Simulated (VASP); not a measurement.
# CuO (Tenorite) (Cc) in VASP: a series of runs

The runs below take CuO (Tenorite) through single point, with LDA.

Everything below comes from runs of VASP 6.6.1. Logs are shortened: lines on timing, memory, paths and dates and some standing lists are left out, and cuts for length are marked.

## (1) The cell of the first run

Symmetry: Cc, No. 9, monoclinic system. The conventional cell has a = 4.658 Å, b = 3.404 Å, c = 5.098 Å, α = 90.00°, β = 99.65°, γ = 90.00°. Cu (site symmetry 1) has 4 O at 1.89 to 2.01 Å within 2.5 Å. Within 2.5 Å of O (site symmetry 1) lie 4 Cu at 1.89 to 2.01 Å.

## (2) Single point, LDA

File INCAR:

```
SYSTEM = CuO
PREC = Accurate ; ENCUT = 520
EDIFF = 1E-6 ; ISMEAR = -1
SIGMA = 0.05 ; LREAL = .False.
LASPH = .True. ; NELM = 80
ALGO = Normal ; ISIF = 2
LWAVE = .False. ; LCHARG = .True.
GGA = CA ; LELF = .True.
LVHAR = .True. ; NBANDS = 25
```

File KPOINTS:

```
regular mesh
0
Gamma
  10 10 5
  0 0 0
```

File POSCAR:

```
CuO
1.0
    2.3289136198     -1.7019003246      0.0000000000
    2.3289136198      1.7019003246      0.0000000000
   -0.8547786486      0.0000000000      5.0254794206
Cu O
2 2
Direct
    0.4968000000      0.0032000000      0.5000000000
    0.0032000000      0.4968000000      0.0000000000
    0.4056000000      0.5714000000      0.7537000000
    0.5714000000      0.4056000000      0.2537000000
```

Potentials or basis: VASP PAW LDA potentials, release 64 (Cu, O).

Command:

```console
$ cat potpaw_LDA.64/Cu/POTCAR potpaw_LDA.64/O/POTCAR > POTCAR
$ mpirun -np 1 vasp_std > vasp.out
```

OUTCAR:

```text
SYSTEM = CuO
   PREC = Accurate
   ENCUT = 520
   EDIFF = 1E-6
   ISMEAR = -1
   LREAL = .False.
   LASPH = .True.
   NELM = 80
   ISIF = 2
   GGA = CA

 ion  position               nearest neighbor table
   1  0.497  0.003  0.500-   4 1.89   3 1.92   4 1.96   3 2.01
   2  0.003  0.497  0.000-   3 1.89   4 1.92   3 1.96   4 2.01
   3  0.406  0.571  0.754-   2 1.89   1 1.92   2 1.96   1 2.01
   4  0.571  0.406  0.254-   1 1.89   2 1.92   1 1.96   2 2.01

  LATTYP: Found a base centered monoclinic cell.
 ALAT       =     4.6578272396
 B/A-ratio  =     0.7307700510
 C/A-ratio  =     1.0944277398
 COS(beta)  =    -0.1676807457

  Lattice vectors:

 A1 = (   2.3289136198,  -1.7019003246,   0.0000000000)
 A2 = (   2.3289136198,   1.7019003246,   0.0000000000)
 A3 = (  -0.8547786486,   0.0000000000,   5.0254794206)

Analysis of symmetry for initial positions (statically):
=====================================================================
 Subroutine PRICEL returns:
 Original cell was already a primitive cell.

 Routine SETGRP: Setting up the symmetry group for a
 base centered monoclinic supercell.

 Subroutine GETGRP returns: Found  2 space group operations
 (whereof  1 operations were pure point group operations)
 out of a pool of  4 trial point group operations.

The static configuration has the point symmetry C_1 .
 The point group associated with its full space group is C_1h.

Analysis of symmetry for dynamics (positions and initial velocities):
=====================================================================
 Subroutine PRICEL returns:
 Original cell was already a primitive cell.

 Routine SETGRP: Setting up the symmetry group for a
 base centered monoclinic supercell.

 Subroutine GETGRP returns: Found  2 space group operations
 (whereof  1 operations were pure point group operations)
 out of a pool of  4 trial point group operations.

The dynamic configuration has the point symmetry C_1 .
 The point group associated with its full space group is C_1h.

 Subroutine INISYM returns: Found  2 space group operations
 (whereof  1 operations are pure point group operations),
 and found     1 'primitive' translations

----------------------------------------------------------------------------------------

                                     Primitive cell

  volume of cell :      39.8378

  direct lattice vectors                    reciprocal lattice vectors
     2.328913620 -1.701900325  0.000000000     0.214692377 -0.293789238  0.036516806
     2.328913620  1.701900325  0.000000000     0.214692377  0.293789238  0.036516806
    -0.854778649  0.000000000  5.025479421     0.000000000  0.000000000  0.198985990

  length of vectors
     2.884493606  2.884493606  5.097655338     0.365702625  0.365702625  0.198985990

  position of ions in fractional coordinates (direct lattice)
     0.496800000  0.003200000  0.500000000
     0.003200000  0.496800000  0.000000000
     0.405600000  0.571400000  0.753700000
     0.571400000  0.405600000  0.253700000

  ion indices of the primitive-cell ions
   primitive index   ion index
                 1           1
                 2           2
                 3           3
                 4           4

----------------------------------------------------------------------------------------

 KPOINTS: regular mesh

Automatic generation of k-mesh.
 Grid dimensions read from file:
 generate k-points for:   10   10    5

 Generating k-lattice:

  Cartesian coordinates                     Fractional coordinates (reciprocal lattice)
     0.021469238 -0.029378924  0.003651681     0.100000000  0.000000000  0.000000000
     0.021469238  0.029378924  0.003651681     0.000000000  0.100000000  0.000000000
     0.000000000  0.000000000  0.039797198     0.000000000  0.000000000  0.200000000

  Length of vectors
     0.036570263  0.036570263  0.039797198

  Shift w.r.t. Gamma in fractional coordinates (k-lattice)
     0.000000000  0.000000000  0.000000000

 Subroutine IBZKPT returns following result:
 ===========================================

 Found    141 irreducible k-points:

 Following reciprocal coordinates:
            Coordinates               Weight
  0.000000  0.000000  0.000000      1.000000
  0.100000  0.000000 -0.000000      4.000000
  0.200000  0.000000 -0.000000      4.000000
  0.300000  0.000000 -0.000000      4.000000
  0.400000  0.000000  0.000000      4.000000
  0.500000 -0.000000  0.000000      2.000000
[... 16 lines left out ...]
  0.300000  0.300000 -0.000000      2.000000
  0.400000  0.300000 -0.000000      4.000000
 [... further k-points ...]
   k-points           NKPTS =    141   k-points in BZ     NKDIM =    141   number of bands    NBANDS=     25
   number of dos      NEDOS =    301   number of ions     NIONS =      4
   total plane-waves  NPLWV =  23040
   dimension x,y,z NGX =    24 NGY =   24 NGZ =   40
   dimension x,y,z NGXF=    48 NGYF=   48 NGZF=   80
   ions per type =               2   2
   NGX,Y,Z   is equivalent  to a cutoff of  13.83, 13.83, 13.04 a.u.
   NGXF,Y,Z  is equivalent  to a cutoff of  27.66, 27.66, 26.09 a.u.
 SYSTEM =  CuO
   PREC   = accura    normal or accurate (medium, high low for compatibility)
   ISTART =      0    job   : 0-new  1-cont  2-samecut
   ICHARG =      2    charge: 1-file 2-atom 10-const
   ISPIN  =      1    spin polarized calculation?
   LNONCOLLINEAR =      F non collinear calculations
   LSORBIT =      F    spin-orbit coupling
   LASPH  =      T    aspherical Exc in radial PAW
   ENCUT  =  520.0 eV  38.22 Ry    6.18 a.u.   5.36  5.36  9.48*2*pi/ulx,y,z
   NELM   =     80;   NELMIN=  2; NELMDL= -5     # of ELM steps
   EDIFF  = 0.1E-05   stopping-criterion for ELM
   LREAL  =      F    real-space projection
   EDIFFG = 0.1E-04   stopping-criterion for IOM
   NSW    =      0    number of steps for IOM
   IBRION =     -1    ionic relax: 0-MD 1-quasi-New 2-CG
   NFREE  =      0    steps in history (QN), initial steepest desc. (CG)
   ISIF   =      2    stress and relaxation
   ISYM   =      2    0-nonsym 1-usesym 2-fastsym
   POTIM  = 0.5000    time-step for ionic-motion
   TEBEG  =    0.0;   TEEND  =   0.0 temperature during run
   PSTRESS=    0.0 pullay stress
   NELECT =      34.0000    total number of electrons
   NUPDOWN=      -1.0000    fix difference up-down
   EMIN   =  10.00;   EMAX   =-10.00  energy-range for DOS
   EFERMI =   0.00;   METHOD = LEGACY
   ISMEAR =    -1;   SIGMA  =   0.05  broadening in eV -4-tet -1-fermi 0-gaus
   EFERMI_NEDOS =   21; number of points for ismear=-14 and -15
   IALGO  =     38    algorithm
   IMIX   =      4    mixing-type and parameters
     AMIX     =   0.40;   BMIX     =  1.00
     AMIX_MAG =   1.60;   BMIX_MAG =  1.00
  volume/ion in A,a.u.               =       9.96        67.21
  Fermi-wavevector in a.u.,A,eV,Ry     =   1.552874  2.934506 32.809317  2.411417
  Thomas-Fermi vector in A             =   2.657186
   LORBIT       =      0    0 simple, 1 ext, 2 COOP (PROOUT), +10 PAW based schemes
   GGA     = CA    functional components
   LHFCALC =     F    Hartree Fock is set to
   AEXX    =    0.0000 exact exchange contribution
   IVDW    =     0    specifies the selected vdW correction
   LEPSILON=     F    determine dielectric tensor
   LRPA    =     F    only Hartree local field effects (RPA)
 non-spin polarized calculation
  energy-cutoff  :      520.00
  volume of cell :       39.84
 maximum number of plane-waves:      1101
 NGX is ok and might be reduce to    24
   NGX = 11   NGY = 11   NGZ = 19

 number of electron      34.0000002 magnetization

 Free energy of the ion-electron system (eV)
  ---------------------------------------------------
  ext. energy  EPLUGINS =         0.00000000
  ---------------------------------------------------
  free energy    TOTEN  =       -23.13990223 eV

  energy without entropy =      -23.12097619  energy(sigma->0) =      -23.13043921

 E-fermi :   5.6174     XC(G=0): -12.5327

 val. band max:        5.5999549989   @ k =   0.5000   0.1000   0.2000
 cond. band min:       5.6270878702   @ k =   0.4000   0.2000   0.4000
 fundamental gap:      0.0271328713
 Fermi energy:         5.6173970443

 k-point     1 :       0.0000    0.0000    0.0000
  band No.  band energies     occupation
      1     -14.1660      2.00000
      2     -12.7255      2.00000
      3      -2.7470      2.00000
      4      -0.0944      2.00000
      5       0.2809      2.00000
      6       2.1249      2.00000
[... 17 lines left out ...]
     24      21.9435      0.00000
     25      22.3792      0.00000

 k-point     2 :       0.1000    0.0000   -0.0000
  band No.  band energies     occupation
      1     -14.0928      2.00000
      2     -12.7027      2.00000
      3      -2.6341      2.00000
      4      -0.1125      2.00000
      5       0.2540      2.00000
      6       1.4002      2.00000
[... 17 lines left out ...]
     24      21.4836      0.00000
     25      22.5663      0.00000

 k-point     3 :       0.2000    0.0000   -0.0000
  band No.  band energies     occupation
      1     -13.8936      2.00000
      2     -12.6422      2.00000
      3      -2.3316      2.00000
      4      -0.1789      2.00000
      5       0.1315      2.00000
      6       0.3782      2.00000
[... 17 lines left out ...]
     24      20.6202      0.00000
     25      22.1124      0.00000

 k-point     4 :       0.3000    0.0000   -0.0000
  band No.  band energies     occupation
      1     -13.6299      2.00000
      2     -12.5662      2.00000
      3      -1.9499      2.00000
      4      -0.7996      2.00000
      5      -0.2497      2.00000
      6       0.2546      2.00000
[... 17 lines left out ...]
     24      19.5095      0.00000
     25      21.7111      0.00000
[... 477 lines left out ...]
 k-point    22 :      -0.2000    0.2000    0.0000
  band No.  band energies     occupation
      1     -13.5691      2.00000
      2     -12.5377      2.00000
      3      -1.8494      2.00000
      4      -0.3486      2.00000
      5      -0.2611      2.00000
      6       0.0576      2.00000
[... 17 lines left out ...]
     24      19.3952      0.00000
     25      19.7225      0.00000

 k-point    23 :       0.3000    0.3000   -0.0000
  band No.  band energies     occupation
      1     -13.3044      2.00000
      2     -12.5171      2.00000
      3      -1.3705      2.00000
      4      -0.8680      2.00000
      5       0.1525      2.00000
      6       0.1636      2.00000
[... 17 lines left out ...]
     24      20.1857      0.00000
     25      20.5099      0.00000

 k-point    24 :       0.4000    0.3000   -0.0000
  band No.  band energies     occupation
      1     -13.0976      2.00000
      2     -12.4674      2.00000
      3      -1.3781      2.00000
      4      -1.0726      2.00000
      5      -0.0742      2.00000
      6       0.0986      2.00000
[... 17 lines left out ...]
     24      18.9791      0.00000
     25      20.0329      0.00000

 [... further k-points ...]

------------------------ aborting loop because EDIFF is reached ----------------------------------------

  FORCE on cell =-STRESS in cart. coord.  units (eV):
  Direction    XX          YY          ZZ          XY          YZ          ZX
  --------------------------------------------------------------------------------------
  -------------------------------------------------------------------------------------
  Total       -1.4724843     -0.6978330     -1.7803703      0.0000000      0.0000000     -0.2166737
  in kB      -59.2197072    -28.0651334    -71.6021293      0.0000000      0.0000000     -8.7140854
  external PRESSURE =     -52.9623233 kB  Pullay stress =       0.0000000 kB

 VOLUME and BASIS-vectors are now :
 -----------------------------------------------------------------------------
  energy-cutoff  :      520.00
  volume of cell :       39.84
      direct lattice vectors                 reciprocal lattice vectors
     2.328913620 -1.701900325  0.000000000     0.214692377 -0.293789238  0.036516806
     2.328913620  1.701900325  0.000000000     0.214692377  0.293789238  0.036516806
    -0.854778649  0.000000000  5.025479421     0.000000000  0.000000000  0.198985990

 POSITION                                       TOTAL-FORCE (eV/Angst)
 -----------------------------------------------------------------------------------
      0.73707     -0.84006      2.51274        -0.634472     -0.340358      0.242315
      1.16446      0.84006      0.00000        -0.634472      0.340358      0.242315
      1.63110      0.28218      3.78770         0.634472     -0.409841     -0.242315
      2.05849     -0.28218      1.27496         0.634472      0.409841     -0.242315
 -----------------------------------------------------------------------------------
    total drift:                                0.000011      0.000000     -0.000263

  FREE ENERGIE OF THE ION-ELECTRON SYSTEM (eV)
  ---------------------------------------------------
  free  energy   TOTEN  =       -23.1399022291 eV

  energy  without entropy=      -23.1209761877  energy(sigma->0) =      -23.13043921
```

It took 86 s on 1 thread of Intel Xeon 6975P-C, shared host; peak memory 0.23 GiB.

What came out:

| Property | Result |
| --- | --- |
| Free energy | -23.1399 eV |
| Pressure | -5.3 GPa |
| Largest force | 0.793 eV/Å |
| Band gap on the k mesh | zero (band 17 reaches 5.90 eV, above the bottom of band 18 at 5.29 eV) |

Forces on the atoms (eV/Å):
```
Cu  -0.634 -0.340  0.242
Cu  -0.634  0.340  0.242
O    0.634 -0.410 -0.242
O    0.634  0.410 -0.242
```

Caveat: semilocal functionals often make such compounds metallic where correlation or magnetic order opens a gap, which also shifts bond lengths.

## (3) Single point, LDA

This run uses another cell than the first one, of 10.37 Å³/atom, 1.041 times its volume.

File INCAR:

```
SYSTEM = CuO
ALGO = Normal ; EDIFF = 1E-6
ENCUT = 520 ; ISIF = 2
ISMEAR = -1 ; LASPH = .TRUE.
LCHARG = .FALSE. ; LREAL = .FALSE.
LWAVE = .FALSE. ; NBANDS = 25
NELM = 100 ; PREC = Accurate
SIGMA = 0.05
```

File KPOINTS:

```
k-points
0
G
  10 10 5
  0 0 0
```

File POSCAR:

```
CuO
1.0
    2.3601779360     -1.7247473506      0.0000000000
    2.3601779360      1.7247473506      0.0000000000
   -0.8662535568      0.0000000000      5.0929435705
Cu O
2 2
Direct
    0.4968000000      0.0032000000      0.5000000000
    0.0032000000      0.4968000000      0.0000000000
    0.4056000000      0.5714000000      0.7537000000
    0.5714000000      0.4056000000      0.2537000000
```

Potentials or basis: VASP PAW LDA potentials, release 64 (Cu, O).

Command:

```console
$ cat potpaw_LDA.64/Cu/POTCAR potpaw_LDA.64/O/POTCAR > POTCAR
$ mpirun -np 1 vasp_std > vasp.out
```

Run time: 76 s. Hardware: 1 thread of Intel Xeon 6975P-C, shared host; peak memory 0.24 GiB.

The run converged. Its results:

```
Free energy            : -23.0539 eV
Pressure               : -11.9 GPa
Largest force          : 0.781 eV/Å
Band gap on the k mesh : zero (band 17 reaches 5.35 eV, above the bottom of band 18 at 4.74 eV)
```

Forces in eV/Å, atoms in the order of the input:
```
Cu  -0.542 -0.273  0.201
Cu  -0.542  0.273  0.201
O    0.542 -0.526 -0.201
O    0.542  0.526 -0.201
```

Stress tensor (GPa, compression positive):
```
-12.80   0.00   0.14
  0.00  -7.88   0.00
  0.14   0.00 -14.94
```

Levels at points of the mesh, in eV from the Fermi level:
| k point | band 13 | band 14 | band 15 | band 16 | band 17 | band 18 | band 19 | band 20 | band 21 | band 22 |
| --- | --- | --- | --- | --- | --- | --- | --- | --- | --- | --- |
| (0.00, 0.00, 0.00) | -2.24 | -2.15 | -2.07 | -1.58 | 0.24 | 0.90 | 1.67 | 5.97 | 7.96 | 13.10 |
| (0.50, 0.00, 0.00) | -1.97 | -1.53 | -1.42 | -1.34 | -0.04 | 0.29 | 4.81 | 6.17 | 6.81 | 10.88 |
| (0.50, 0.50, 0.00) | -2.06 | -2.06 | -1.68 | -1.17 | -0.61 | 1.05 | 3.36 | 6.86 | 8.43 | 9.73 |

Caveat: semilocal functionals often make such compounds metallic where correlation or magnetic order opens a gap, which also shifts bond lengths.

## (4) Single point, LDA

This run uses another cell than the first one, of 10.57 Å³/atom, 1.061 times its volume.

File INCAR:

```
  PREC = Accurate
  ENCUT = 520
  EDIFF = 1E-6
  ISMEAR = -1
  SIGMA = 0.05
  LREAL = False
  LASPH = True
  NELM = 60
  ALGO = Normal
  ISIF = 2
  LWAVE = False
  LCHARG = True
  GGA = CA
  LELF = True
  LVHAR = True
  NBANDS = 25
```

File KPOINTS:

```
Automatic mesh
0
Gamma
  10 10 5
```

File POSCAR:

```
CuO
1.0
    2.3755041962     -1.7359473225      0.0000000000
    2.3755041962      1.7359473225      0.0000000000
   -0.8718787375      0.0000000000      5.1260155593
Cu O
2 2
Direct
    0.4968000000      0.0032000000      0.5000000000
    0.0032000000      0.4968000000      0.0000000000
    0.4056000000      0.5714000000      0.7537000000
    0.5714000000      0.4056000000      0.2537000000
```

Command:

```console
$ cat potpaw_LDA.64/Cu/POTCAR potpaw_LDA.64/O/POTCAR > POTCAR
$ mpirun -np 1 vasp_std > vasp.out
```

Wall time 86 s (1 thread of Intel Xeon 6975P-C, shared host); peak memory 0.24 GiB.

It converged, with:

| Item | Value |
| --- | --- |
| Free energy | -22.9877 eV |
| Pressure | -14.6 GPa |
| Largest force | 0.784 eV/Å |
| Band gap on the k mesh | zero (band 17 reaches 5.09 eV, above the bottom of band 18 at 4.48 eV) |

Forces on the atoms (eV/Å):
```
Cu  -0.500 -0.242  0.182
Cu  -0.500  0.242  0.182
O    0.500 -0.576 -0.182
O    0.500  0.576 -0.182
```

Stress tensor (GPa, compression positive):
```
-15.66   0.00   0.57
  0.00  -9.99   0.00
  0.57   0.00 -18.17
```

Levels at points of the mesh, in eV from the Fermi level:
| k point | band 14 | band 15 | band 16 | band 17 | band 18 | band 19 | band 20 | band 21 |
| --- | --- | --- | --- | --- | --- | --- | --- | --- |
| (0.00, 0.00, 0.00) | -2.09 | -2.01 | -1.54 | 0.23 | 0.89 | 1.60 | 5.95 | 7.85 |
| (0.50, 0.00, 0.00) | -1.49 | -1.38 | -1.30 | -0.03 | 0.29 | 4.81 | 6.09 | 6.72 |
| (0.50, 0.50, 0.00) | -2.00 | -1.66 | -1.14 | -0.59 | 1.03 | 3.41 | 6.78 | 8.40 |

Caveat: semilocal functionals often make such compounds metallic where correlation or magnetic order opens a gap, which also shifts bond lengths. With open d or f shells a metallic result of LDA can be an artefact of self-interaction; +U or a hybrid may open a gap.

## (5) The runs side by side

| cell | gap on the mesh (eV) | pressure (GPa) | largest force (eV/Å) |
| --- | --- | --- | --- |
| a = 2.884, b = 2.884, c = 5.098 Å, angles 97.8, 97.8, 72.3°, 4 atoms | none | -5.3 | 0.79 |
| a = 2.923, b = 2.923, c = 5.166 Å, angles 97.8, 97.8, 72.3°, 4 atoms | none | -11.9 | 0.78 |
| a = 2.942, b = 2.942, c = 5.200 Å, angles 97.8, 97.8, 72.3°, 4 atoms | none | -14.6 | 0.78 |

Alike in all rows: task single point; level LDA; potentials or basis VASP PAW LDA potentials, release 64 (Cu, O); no spin polarisation; k mesh 10 × 10 × 5; cutoff (eV) 520; smearing fermi-dirac 0.05 eV.

Caveats: semilocal functionals often make such compounds metallic where correlation or magnetic order opens a gap, which also shifts bond lengths.

Absolute energies hang on the potentials; compare differences alone.
